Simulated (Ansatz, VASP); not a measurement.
**Two plane-wave programs on Bi**

The input INCAR:

```
SYSTEM = Bi
PREC = Accurate ; ENCUT = 520
EDIFF = 1E-6 ; ISMEAR = -1
SIGMA = 0.1 ; LREAL = .False.
LASPH = .True. ; NELM = 60
ALGO = Normal ; ISIF = 2
LWAVE = .False. ; LCHARG = .False.
GGA = PE ; NBANDS = 22
```

File KPOINTS:

```
Automatic mesh
0
Gamma
  12 12 8
  0 0 0
```

Contents of POSCAR:

```
Bi
1.0
   -3.2093687975      3.2441470105      1.7119321920
    3.2441470105     -3.2093687975      1.7119321920
    3.1864103019      3.1864103019     -1.6482358312
Bi
2
Direct
    0.0001780374      0.9998219626      1.0000000000
    0.7498219626      0.2501780374      0.5000000000
```

Input for Ansatz:

```yaml
crystal:
  lattice:
    - [-3.2093687975, 3.2441470105, 1.711932192]
    - [3.2441470105, -3.2093687975, 1.711932192]
    - [3.1864103019, 3.1864103019, -1.6482358312]
  atoms:
    - { symbol: Bi, position: [0.0001780374, 0.9998219626, 1.0] }
    - { symbol: Bi, position: [0.7498219626, 0.2501780374, 0.5] }
hamiltonian:
  xc: pbe
  pseudopotentials:
    kind: paw
    azcp:
      Bi: "pseudopotentials/Bi.paw.azcp"
basis:
  ecutwfc: 420
  fft_grid_basis: typed
kpoints:
  mp_grid: { grid: [12, 12, 8], shift: [0, 0, 0] }
magnetization:
  spin_polarized: false
scf:
  occupations: { method: fermi_dirac, width: 0.1 }
  lower_state_search: "off"
output:
  stress: true
```

Alike in both runs: task single point; functional PBE; k mesh 12 × 12 × 8; occupations fermi-dirac, width 0.1 eV; no spin polarisation.

```csv
,VASP,Ansatz
version,VASP 6.6.1,Ansatz 0.2.0
potentials or method,"VASP PAW PBE potentials, release 64 (Bi_d), cutoff 520 eV","plane waves (420 eV) with PAW, scalar-relativistic"
valence electrons in the cell,30,30
```

Ansatz gave:

* pressure (GPa): -1.6
* traceless stress, the component that is largest in VASP (GPa): 0.16

Question: Which values does VASP return?

Answer: Pressure (GPa): -1.7; traceless stress, the component that is largest in VASP (GPa): 0.16.

Neither program's run includes spin-orbit coupling.
